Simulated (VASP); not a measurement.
# Ta3N (P-3m1) in VASP: a series of runs

Aim: see how the results for Ta3N move with the level of theory and the settings. Levels: PBE, r2SCAN. Tasks: single point.

Everything below comes from runs of VASP 6.6.1. Logs are shortened: lines on timing, memory, paths and dates and some standing lists are left out, and cuts for length are marked.

## 1. The cell of the first run

It takes space group P-3m1 (No. 164, trigonal). The conventional cell has a = 3.052 Å, b = 3.052 Å, c = 7.574 Å, α = 90.00°, β = 90.00°, γ = 120.00°. Within 2.9 Å of Ta (site symmetry 3m) lie 3 N at 2.20 Å. Within 4.0 Å of Ta (site symmetry -3m) lie 12 Ta at 3.03 to 3.05 Å and 2 N at 3.79 Å. N (site symmetry -3m) has 6 Ta at 2.20 Å within 2.9 Å.

## 2. Single point, PBE

INCAR reads:

```
SYSTEM = Ta3N
PREC = Accurate
ENCUT = 520
EDIFF = 1E-6
ISMEAR = -1
SIGMA = 0.05
LREAL = .FALSE.
LASPH = .TRUE.
NELM = 60
ALGO = Normal
ISIF = 2
LWAVE = .FALSE.
LCHARG = .FALSE.
GGA = PE
NBANDS = 27
```

KPOINTS reads:

```
regular mesh
0
G
  10 10 4
  0 0 0
```

POSCAR reads:

```
Ta3N
1.0
    3.0523055267      0.0000000000      0.0000000000
   -1.5261527634      2.6433741262      0.0000000000
    0.0000000000      0.0000000000      7.5739671740
Ta N
3 1
Direct
    0.6666666667      0.3333333333      0.8260700000
    0.3333333333      0.6666666667      0.1739300000
    0.0000000000      0.0000000000      0.5000000000
    0.0000000000      0.0000000000      0.0000000000
```

Potentials or basis: VASP PAW PBE potentials, release 64 (Ta_pv, N).

Command:

```
$ cat potpaw_PBE.64/Ta_pv/POTCAR potpaw_PBE.64/N/POTCAR > POTCAR
$ mpirun -np 1 vasp_std > vasp.out
```

OUTCAR:

```text
SYSTEM = Ta3N
   PREC = Accurate
   ENCUT = 520
   EDIFF = 1E-6
   ISMEAR = -1
   LREAL = .FALSE.
   LASPH = .TRUE.
   NELM = 60
   ISIF = 2
   GGA = PE

 ion  position               nearest neighbor table
   1  0.667  0.333  0.826-   4 2.20   4 2.20   4 2.20   3 3.03   3 3.03   3 3.03   2 3.17   2 3.17
                             2 3.17
   2  0.333  0.667  0.174-   4 2.20   4 2.20   4 2.20   3 3.03   3 3.03   3 3.03   1 3.17   1 3.17
                             1 3.17
   3  0.000  0.000  0.500-   1 3.03   2 3.03   2 3.03   1 3.03   1 3.03   2 3.03
   4  0.000  0.000  0.000-   1 2.20   2 2.20   2 2.20   1 2.20   1 2.20   2 2.20

  LATTYP: Found a hexagonal cell.
 ALAT       =     3.0523055267
 C/A-ratio  =     2.4813922157

  Lattice vectors:

 A1 = (   3.0523055267,   0.0000000000,   0.0000000000)
 A2 = (  -1.5261527634,   2.6433741262,   0.0000000000)
 A3 = (   0.0000000000,   0.0000000000,   7.5739671740)

Analysis of symmetry for initial positions (statically):
=====================================================================
 Subroutine PRICEL returns:
 Original cell was already a primitive cell.

 Routine SETGRP: Setting up the symmetry group for a
 hexagonal supercell.

 Subroutine GETGRP returns: Found 12 space group operations
 (whereof 12 operations were pure point group operations)
 out of a pool of 24 trial point group operations.

The static configuration has the point symmetry D_3d.

Analysis of symmetry for dynamics (positions and initial velocities):
=====================================================================
 Subroutine PRICEL returns:
 Original cell was already a primitive cell.

 Routine SETGRP: Setting up the symmetry group for a
 hexagonal supercell.

 Subroutine GETGRP returns: Found 12 space group operations
 (whereof 12 operations were pure point group operations)
 out of a pool of 24 trial point group operations.

The dynamic configuration has the point symmetry D_3d.

 Subroutine INISYM returns: Found 12 space group operations
 (whereof 12 operations are pure point group operations),
 and found     1 'primitive' translations

----------------------------------------------------------------------------------------

                                     Primitive cell

  volume of cell :      61.1097

  direct lattice vectors                    reciprocal lattice vectors
     3.052305527  0.000000000  0.000000000     0.327621200  0.189152188  0.000000000
    -1.526152763  2.643374126  0.000000000     0.000000000  0.378304376  0.000000000
     0.000000000  0.000000000  7.573967174     0.000000000  0.000000000  0.132031203

  length of vectors
     3.052305527  3.052305527  7.573967174     0.378304376  0.378304376  0.132031203

  position of ions in fractional coordinates (direct lattice)
     0.666666667  0.333333333  0.826070000
     0.333333333  0.666666667  0.173930000
     0.000000000  0.000000000  0.500000000
     0.000000000  0.000000000  0.000000000

  ion indices of the primitive-cell ions
   primitive index   ion index
                 1           1
                 2           2
                 3           3
                 4           4

----------------------------------------------------------------------------------------

 KPOINTS: regular mesh

Automatic generation of k-mesh.
 Grid dimensions read from file:
 generate k-points for:   10   10    4

 Generating k-lattice:

  Cartesian coordinates                     Fractional coordinates (reciprocal lattice)
     0.032762120  0.018915219  0.000000000     0.100000000  0.000000000  0.000000000
     0.000000000  0.037830438  0.000000000     0.000000000  0.100000000  0.000000000
     0.000000000  0.000000000  0.033007801     0.000000000  0.000000000  0.250000000

  Length of vectors
     0.037830438  0.037830438  0.033007801

  Shift w.r.t. Gamma in fractional coordinates (k-lattice)
     0.000000000  0.000000000  0.000000000

 Subroutine IBZKPT returns following result:
 ===========================================

 Found     50 irreducible k-points:

 Following reciprocal coordinates:
            Coordinates               Weight
  0.000000  0.000000  0.000000      1.000000
  0.100000  0.000000  0.000000      6.000000
  0.200000  0.000000  0.000000      6.000000
  0.300000  0.000000  0.000000      6.000000
  0.400000  0.000000  0.000000      6.000000
  0.500000  0.000000  0.000000      3.000000
[... 16 lines left out ...]
  0.000000  0.400000  0.250000      6.000000
  0.500000  0.000000  0.250000      6.000000
 [... further k-points ...]
   k-points           NKPTS =     50   k-points in BZ     NKDIM =     50   number of bands    NBANDS=     27
   number of dos      NEDOS =    301   number of ions     NIONS =      4
   total plane-waves  NPLWV =  32256
   dimension x,y,z NGX =    24 NGY =   24 NGZ =   56
   dimension x,y,z NGXF=    48 NGYF=   48 NGZF=  112
   ions per type =               3   1
   NGX,Y,Z   is equivalent  to a cutoff of  13.07, 13.07, 12.29 a.u.
   NGXF,Y,Z  is equivalent  to a cutoff of  26.14, 26.14, 24.58 a.u.
 SYSTEM =  Ta3N
   PREC   = accura    normal or accurate (medium, high low for compatibility)
   ISTART =      0    job   : 0-new  1-cont  2-samecut
   ICHARG =      2    charge: 1-file 2-atom 10-const
   ISPIN  =      1    spin polarized calculation?
   LNONCOLLINEAR =      F non collinear calculations
   LSORBIT =      F    spin-orbit coupling
   LASPH  =      T    aspherical Exc in radial PAW
   ENCUT  =  520.0 eV  38.22 Ry    6.18 a.u.   5.68  5.68 14.08*2*pi/ulx,y,z
   NELM   =     60;   NELMIN=  2; NELMDL= -5     # of ELM steps
   EDIFF  = 0.1E-05   stopping-criterion for ELM
   LREAL  =      F    real-space projection
   EDIFFG = 0.1E-04   stopping-criterion for IOM
   NSW    =      0    number of steps for IOM
   IBRION =     -1    ionic relax: 0-MD 1-quasi-New 2-CG
   NFREE  =      0    steps in history (QN), initial steepest desc. (CG)
   ISIF   =      2    stress and relaxation
   ISYM   =      2    0-nonsym 1-usesym 2-fastsym
   POTIM  = 0.5000    time-step for ionic-motion
   TEBEG  =    0.0;   TEEND  =   0.0 temperature during run
   PSTRESS=    0.0 pullay stress
   NELECT =      38.0000    total number of electrons
   NUPDOWN=      -1.0000    fix difference up-down
   EMIN   =  10.00;   EMAX   =-10.00  energy-range for DOS
   EFERMI =   0.00;   METHOD = LEGACY
   ISMEAR =    -1;   SIGMA  =   0.05  broadening in eV -4-tet -1-fermi 0-gaus
   EFERMI_NEDOS =   21; number of points for ismear=-14 and -15
   IALGO  =     38    algorithm
   IMIX   =      4    mixing-type and parameters
     AMIX     =   0.40;   BMIX     =  1.00
     AMIX_MAG =   1.60;   BMIX_MAG =  1.00
  volume/ion in A,a.u.               =      15.28       103.10
  Fermi-wavevector in a.u.,A,eV,Ry     =   1.397331  2.640573 26.565843  1.952534
  Thomas-Fermi vector in A             =   2.520598
   LORBIT       =      0    0 simple, 1 ext, 2 COOP (PROOUT), +10 PAW based schemes
   GGA     = PE    functional components
   LHFCALC =     F    Hartree Fock is set to
   AEXX    =    0.0000 exact exchange contribution
   IVDW    =     0    specifies the selected vdW correction
   LEPSILON=     F    determine dielectric tensor
   LRPA    =     F    only Hartree local field effects (RPA)
 non-spin polarized calculation
  energy-cutoff  :      520.00
  volume of cell :       61.11
 maximum number of plane-waves:      1672
 NGX is ok and might be reduce to    24
   NGX = 11   NGY = 11   NGZ = 29

 number of electron      38.0000002 magnetization

 Free energy of the ion-electron system (eV)
  ---------------------------------------------------
  ext. energy  EPLUGINS =         0.00000000
  ---------------------------------------------------
  free energy    TOTEN  =       -45.60743168 eV

  energy without entropy =      -45.58223043  energy(sigma->0) =      -45.59483106

 E-fermi :   6.4686     XC(G=0): -12.5845

 val. band max:        6.4573861963   @ k =   0.4000   0.0000   0.5000
 cond. band min:       6.4694584305   @ k =   0.2000   0.2000   0.0000
 fundamental gap:      0.0120722342
 Fermi energy:         6.4686067183

 k-point     1 :       0.0000    0.0000    0.0000
  band No.  band energies     occupation
      1     -28.7239      2.00000
      2     -28.4561      2.00000
      3     -28.1549      2.00000
      4     -28.1549      2.00000
      5     -28.1275      2.00000
      6     -28.1275      2.00000
[... 19 lines left out ...]
     26       8.6980      0.00000
     27       9.6784      0.00000

 k-point     2 :       0.1000    0.0000    0.0000
  band No.  band energies     occupation
      1     -28.7102      2.00000
      2     -28.4492      2.00000
      3     -28.2209      2.00000
      4     -28.1883      2.00000
      5     -28.1756      2.00000
      6     -28.1377      2.00000
[... 19 lines left out ...]
     26       9.1171      0.00000
     27      10.1767      0.00000

 k-point     3 :       0.2000    0.0000    0.0000
  band No.  band energies     occupation
      1     -28.6817      2.00000
      2     -28.4746      2.00000
      3     -28.3551      2.00000
      4     -28.3274      2.00000
      5     -28.2251      2.00000
      6     -28.1683      2.00000
[... 19 lines left out ...]
     26       9.7790      0.00000
     27      10.6457      0.00000

 k-point     4 :       0.3000    0.0000    0.0000
  band No.  band energies     occupation
      1     -28.7046      2.00000
      2     -28.6345      2.00000
      3     -28.4847      2.00000
      4     -28.3398      2.00000
      5     -28.2826      2.00000
      6     -28.2089      2.00000
[... 19 lines left out ...]
     26      10.3107      0.00000
     27      10.8773      0.00000
[... 516 lines left out ...]
      4     -28.3799      2.00000
      5     -28.3239      2.00000
      6     -28.2468      2.00000
[... 19 lines left out ...]
     26      10.6663      0.00000
     27      10.7827      0.00000

 k-point    23 :       0.0000    0.4000    0.2500
  band No.  band energies     occupation
      1     -28.8397      2.00000
      2     -28.7614      2.00000
      3     -28.5026      2.00000
      4     -28.3251      2.00000
      5     -28.3210      2.00000
      6     -28.2454      2.00000
[... 19 lines left out ...]
     26      10.9963      0.00000
     27      11.4582      0.00000

 k-point    24 :       0.5000    0.0000    0.2500
  band No.  band energies     occupation
      1     -28.8959      2.00000
      2     -28.8114      2.00000
      3     -28.4852      2.00000
      4     -28.3503      2.00000
      5     -28.3412      2.00000
      6     -28.2594      2.00000
[... 19 lines left out ...]
     26      11.1834      0.00000
     27      11.9053      0.00000

 [... further k-points ...]
[... 5 lines left out ...]
  --------------------------------------------------------------------------------------
  -------------------------------------------------------------------------------------
  Total       -2.0597894     -2.0597894     -1.7616770      0.0000000      0.0000000      0.0000000
  in kB      -54.0036790    -54.0036790    -46.1877501      0.0000000      0.0000000      0.0000000
  external PRESSURE =     -51.3983694 kB  Pullay stress =       0.0000000 kB

 VOLUME and BASIS-vectors are now :
 -----------------------------------------------------------------------------
  energy-cutoff  :      520.00
  volume of cell :       61.11
      direct lattice vectors                 reciprocal lattice vectors
     3.052305527  0.000000000  0.000000000     0.327621200  0.189152188  0.000000000
    -1.526152763  2.643374126  0.000000000     0.000000000  0.378304376  0.000000000
     0.000000000  0.000000000  7.573967174     0.000000000  0.000000000  0.132031203

 POSITION                                       TOTAL-FORCE (eV/Angst)
 -----------------------------------------------------------------------------------
      1.52615      0.88112      6.25663        -0.000000      0.000000      0.201172
     -0.00000      1.76225      1.31734         0.000000      0.000000     -0.201172
      0.00000      0.00000      3.78698        -0.000000      0.000000      0.000000
      0.00000      0.00000      0.00000        -0.000000      0.000000      0.000000
 -----------------------------------------------------------------------------------
    total drift:                                0.000000     -0.000000      0.000000

  FREE ENERGIE OF THE ION-ELECTRON SYSTEM (eV)
  ---------------------------------------------------
  free  energy   TOTEN  =       -45.6074316841 eV

  energy  without entropy=      -45.5822304317  energy(sigma->0) =      -45.59483106
```

Wall time 67 s (1 thread of Intel Xeon 6975P-C (Granite Rapids), shared host); peak memory 0.22 GiB.

Results:

```
Free energy            : -45.6074 eV
Pressure               : -5.1 GPa
Largest force          : 0.201 eV/Å
Band gap on the k mesh : zero (band 19 reaches 6.82 eV, above the bottom of band 20 at 6.21 eV)
```

Forces in eV/Å, atoms in the order of the input:
```
Ta   0.000  0.000  0.201
Ta   0.000  0.000 -0.201
Ta   0.000  0.000  0.000
N    0.000  0.000  0.000
```

Caveat: spin-orbit coupling is left out, which moves the levels of the heavy elements.

[end of part 1 of 2]
